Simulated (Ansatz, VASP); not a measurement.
Ba: VASP beside Ansatz

```
Ba
1.0
    -2.49375    2.49375    2.50000
     2.49375   -2.49375    2.50000
     2.50625    2.50625   -2.50000
Ba
1
Direct
  0.00000 0.00000 0.00000
```

Change from the starting cell: strain +0.0050 x Voigt [0, 0, 0, 0, 0, 1], atoms carried along.

Alike in both runs: task single point; functional PBE; k mesh 14 × 14 × 14; occupations gaussian, width 0.15 eV; no spin polarisation.

```csv
,VASP,Ansatz
version,VASP 6.6.1,Ansatz 0.2.0
potentials or method,"VASP PAW PBE potentials, release 64 (Ba_sv), cutoff 520 eV","scalar-relativistic, plane waves, PAW"
valence electrons in the cell,10,10
```

VASP gave:

| Quantity | Value |
| --- | --- |
| gap on the k mesh at the Fermi level (eV) | none |
| pressure (GPa) | 0.2 |
| traceless stress, the component that is largest in VASP (GPa) | -0.05 |

Question: What did Ansatz give for the same quantities?

Answer: gap on the k mesh at the Fermi level (eV): none; pressure (GPa): 0.1; traceless stress, the component that is largest in VASP (GPa): -0.05.

A gap of «none» marks a metal or a gap that the smearing closes. With one functional, cell and mesh, what is left measures potentials, basis and numerics.

Neither program's run includes spin-orbit coupling.
